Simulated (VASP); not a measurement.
A run of VASP 6.6.1 is set up as follows.

INCAR

```
PREC = Accurate
ENCUT = 500
EDIFF = 1E-6
ISMEAR = -1
SIGMA = 0.1
LREAL = False
LASPH = True
NELM = 200
ALGO = Normal
ISIF = 2
LWAVE = False
LCHARG = True
LELF = True
LVHAR = True
NBANDS = 12
GGA_COMPAT = False
LMAXMIX = 6
```

File KPOINTS:

```
regular mesh
0
Gamma
  12 12 12
```

Contents of POSCAR:

```
Ce
1.0
    0.0000000000      2.2649297842      2.2649297842
    2.2649297842      0.0000000000      2.2649297842
    2.2649297842      2.2649297842      0.0000000000
Ce
1
Direct
    0.0000000000      0.0000000000      0.0000000000
```

Potentials or basis: VASP PAW LDA potentials, release 64 (Ce).

Launch:

```bash
$ cat potpaw_LDA.64/Ce/POTCAR > POTCAR
$ mpirun -np 1 vasp_std > vasp.out
```

What does it give for the band gap on the k mesh?

Zero (bands 6 and 7 overlap by 0.31 eV).

What does it give for the pressure?

-0.9 GPa.

Caveat: spin-orbit coupling is left out, which moves the levels of the heavy elements; semilocal functionals describe open f shells poorly, which spoils levels, moments and volumes. Spin polarisation is off, so any magnetic state and its effect on volume and gap are missing.
